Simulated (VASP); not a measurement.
# ZnSe (Fm-3m) in VASP: a series of runs, part 2 of 2

VASP 6.6.1. Earlier steps stand in the parts before.

### Step 3. Single point, PBE

The input, INCAR:

```
ALGO     = Normal         # electronic algorithm
EDIFF    = 1E-7           # SCF threshold, eV
ENCUT    = 520            # plane-wave cutoff, eV
GGA      = PE             # functional
ISIF     = 2              # what is computed and relaxed
ISMEAR   = -1             # smearing method
LASPH    = True           # aspherical terms in the spheres
LCHARG   = False          # write CHGCAR
LREAL    = False          # projectors in reciprocal space
LWAVE    = False          # write WAVECAR
NBANDS   = 16             # bands
NELM     = 100            # most SCF steps
PREC     = Accurate       # precision mode
SIGMA    = 0.02           # smearing width, eV
```

The input, KPOINTS:

```
k-points
0
Gamma
  6 6 6
```

The input, POSCAR:

```
ZnSe
1.0
    0.0000000000      2.6587577786      2.6587577786
    2.6587577786      0.0000000000      2.6587577786
    2.6587577786      2.6587577786      0.0000000000
Zn Se
1 1
Direct
    0.0000000000      0.0000000000      0.0000000000
    0.5000000000      0.5000000000      0.5000000000
```

Potentials or basis: VASP PAW PBE potentials, release 64 (Zn, Se).

Started as:

```sh
cat potpaw_PBE.64/Zn/POTCAR potpaw_PBE.64/Se/POTCAR > POTCAR
mpirun -np 1 vasp_std > vasp.out
```

OUTCAR:

```text
EDIFF = 1E-7
   ENCUT = 520
   GGA = PE
   ISIF = 2
   ISMEAR = -1
   LASPH = True
   LREAL = False
   NELM = 100
   PREC = Accurate

 ion  position               nearest neighbor table
   1  0.000  0.000  0.000-   2 2.66   2 2.66   2 2.66   2 2.66   2 2.66   2 2.66
   2  0.500  0.500  0.500-   1 2.66   1 2.66   1 2.66   1 2.66   1 2.66   1 2.66

  LATTYP: Found a face centered cubic cell.
 ALAT       =     5.3175155572

  Lattice vectors:

 A1 = (   0.0000000000,   2.6587577786,   2.6587577786)
 A2 = (   2.6587577786,   0.0000000000,   2.6587577786)
 A3 = (   2.6587577786,   2.6587577786,   0.0000000000)

Analysis of symmetry for initial positions (statically):
=====================================================================
 Subroutine PRICEL returns:
 Original cell was already a primitive cell.

 Routine SETGRP: Setting up the symmetry group for a
 face centered cubic supercell.

 Subroutine GETGRP returns: Found 48 space group operations
 (whereof 48 operations were pure point group operations)
 out of a pool of 48 trial point group operations.
[... 149 lines left out ...]
  free energy    TOTEN  =        -5.39579059 eV

  energy without entropy =       -5.39453938  energy(sigma->0) =       -5.39516498

 E-fermi :   3.4594     XC(G=0): -10.5426

 val. band max:        3.4374582807   @ k =  -0.1667   0.1667   0.0000
 cond. band min:       3.8542379900   @ k =   0.3333   0.3333   0.0000
 fundamental gap:      0.4167797093
 Fermi energy:         3.4594389255

 k-point     1 :       0.0000    0.0000    0.0000
  band No.  band energies     occupation
      1     -10.5965      2.00000
      2      -3.2847      2.00000
      3      -3.2847      2.00000
      4      -3.2665      2.00000
      5      -3.2665      2.00000
      6      -3.2665      2.00000
[... 281 lines left out ...]
      3      -3.3541      2.00000
      4      -3.2448      2.00000
      5      -3.1073      2.00000
      6      -2.8648      2.00000
[... 8 lines left out ...]
     15      17.5181      0.00000
     16      19.9968      0.00000

------------------------ aborting loop because EDIFF is reached ----------------------------------------

  FORCE on cell =-STRESS in cart. coord.  units (eV):
  Direction    XX          YY          ZZ          XY          YZ          ZX
  --------------------------------------------------------------------------------------
  -------------------------------------------------------------------------------------
  Total        0.5872554      0.5872554      0.5872554      0.0000000     -0.0000000      0.0000000
  in kB       25.0306013     25.0306013     25.0306013      0.0000000     -0.0000000      0.0000000
  external PRESSURE =      25.0306013 kB  Pullay stress =       0.0000000 kB

 VOLUME and BASIS-vectors are now :
 -----------------------------------------------------------------------------
  energy-cutoff  :      520.00
  volume of cell :       37.59
      direct lattice vectors                 reciprocal lattice vectors
     0.000000000  2.658757779  2.658757779    -0.188057748  0.188057748  0.188057748
     2.658757779  0.000000000  2.658757779     0.188057748 -0.188057748  0.188057748
     2.658757779  2.658757779  0.000000000     0.188057748  0.188057748 -0.188057748

 POSITION                                       TOTAL-FORCE (eV/Angst)
 -----------------------------------------------------------------------------------
      0.00000      0.00000      0.00000        -0.000000     -0.000000     -0.000000
      2.65876      2.65876      2.65876         0.000000      0.000000      0.000000
 -----------------------------------------------------------------------------------
    total drift:                               -0.000000      0.000000      0.000000

  FREE ENERGIE OF THE ION-ELECTRON SYSTEM (eV)
  ---------------------------------------------------
  free  energy   TOTEN  =        -5.3957905885 eV

  energy  without entropy=       -5.3945393802  energy(sigma->0) =       -5.39516498
```

OSZICAR:

```text
N       E                     dE             d eps       ncg     rms          rms(c)
DAV:   1     0.857579403085E+02    0.85758E+02   -0.88610E+03   512   0.135E+03
DAV:   2    -0.718685270166E+00   -0.86477E+02   -0.81126E+02   592   0.260E+02
DAV:   3    -0.570338646294E+01   -0.49847E+01   -0.49657E+01   624   0.601E+01
DAV:   4    -0.573947841963E+01   -0.36092E-01   -0.36075E-01   632   0.511E+00
DAV:   5    -0.573961764641E+01   -0.13923E-03   -0.13923E-03   640   0.315E-01    0.459E+00
DAV:   6    -0.542480829426E+01    0.31481E+00   -0.56713E-01   672   0.231E+01    0.362E+00
DAV:   7    -0.539776159983E+01    0.27047E-01   -0.13776E-01   608   0.342E+00    0.155E+00
DAV:   8    -0.539593164766E+01    0.18300E-02   -0.52302E-03   640   0.792E-01    0.448E-01
DAV:   9    -0.539576644187E+01    0.16521E-03   -0.11886E-03   648   0.314E-01    0.554E-02
DAV:  10    -0.539578601527E+01   -0.19573E-04   -0.90932E-05   632   0.109E-01    0.203E-02
DAV:  11    -0.539579059480E+01   -0.45795E-05   -0.12317E-05   640   0.545E-02    0.624E-03
DAV:  12    -0.539579076071E+01   -0.16592E-06   -0.13421E-06   656   0.940E-03    0.132E-03
DAV:  13    -0.539579056280E+01    0.19792E-06   -0.74013E-08   488   0.212E-03    0.377E-04
DAV:  14    -0.539579058848E+01   -0.25683E-07   -0.38013E-09   288   0.538E-04
   1 F= -.53957906E+01 E0= -.53951650E+01  d E =-.125121E-02
```

Run time: 9.9 s. Hardware: 1 thread of Intel Xeon Platinum 8488C (Sapphire Rapids), shared host; peak memory 0.15 GiB.

Results:

- Free energy: -5.3958 eV
- Pressure: 2.5 GPa
- Band gap on the k mesh: zero (band 9 reaches 3.44 eV, above the bottom of band 10 at 2.34 eV)

Levels at points of the mesh, in eV from the Fermi level:
```
           k point  band 6  band 7  band 8  band 9  band 10  band 11  band 12  band 13
(0.00, 0.00, 0.00)   -6.73   -0.55   -0.55   -0.55     0.79     8.51     8.51     8.51
(0.50, 0.00, 0.00)   -6.61   -5.80   -0.18   -0.18     3.22     4.88     4.88     6.31
(0.50, 0.50, 0.00)   -6.25   -5.25   -2.58   -2.58    -1.12     4.85    11.34    11.34
```

### Step 4. Single point, r2SCAN

POSCAR is that of step 3.

The input, INCAR.step1:

```
SYSTEM = ZnSe
PREC = Accurate ; ENCUT = 520
ISMEAR = -1 ; SIGMA = 0.02
LREAL = .FALSE. ; LASPH = .TRUE.
NELM = 80 ; NBANDS = 16
GGA = PE ; ALGO = Normal
EDIFF = 1E-4 ; LWAVE = .TRUE.
LCHARG = .FALSE.
```

The input, INCAR.step2:

```
SYSTEM = ZnSe
PREC = Accurate ; ENCUT = 520
EDIFF = 1E-6 ; ISMEAR = -1
SIGMA = 0.02 ; LREAL = .FALSE.
LASPH = .TRUE. ; NELM = 80
ALGO = Normal ; ISIF = 2
LWAVE = .FALSE. ; LCHARG = .FALSE.
METAGGA = R2SCAN ; LMIXTAU = .TRUE.
NBANDS = 16 ; ISTART = 1
```

The input, KPOINTS:

```
Automatic mesh
0
G
  6 6 6
  0 0 0
```

Started as:

```sh
cat potpaw_PBE.64/Zn/POTCAR potpaw_PBE.64/Se/POTCAR > POTCAR
cp INCAR.step1 INCAR
mpirun -np 1 vasp_std > vasp.out
cp INCAR.step2 INCAR
mpirun -np 1 vasp_std > vasp.out
```

It took 38 s on 1 thread of Intel Xeon Platinum 8488C (Sapphire Rapids), shared host; peak memory 0.16 GiB.

Results (log left out):

| Quantity | Value |
| --- | --- |
| Free energy | -24.2617 eV |
| Pressure | 0.3 GPa |
| Band gap on the k mesh | zero (band 9 reaches 3.14 eV, above the bottom of band 10 at 2.48 eV) |

Levels at points of the mesh, in eV from the Fermi level:
| k point | band 6 | band 7 | band 8 | band 9 | band 10 | band 11 | band 12 | band 13 |
| --- | --- | --- | --- | --- | --- | --- | --- | --- |
| (0.00, 0.00, 0.00) | -6.88 | -0.55 | -0.55 | -0.55 | 1.50 | 9.08 | 9.08 | 9.08 |
| (0.50, 0.00, 0.00) | -6.77 | -5.88 | -0.19 | -0.19 | 3.87 | 5.40 | 5.40 | 6.98 |
| (0.50, 0.50, 0.00) | -6.40 | -5.31 | -2.62 | -2.62 | -0.68 | 5.34 | 12.27 | 12.27 |

Caveat: the PAW data sets were made with another functional, which shifts forces and pressure a little.
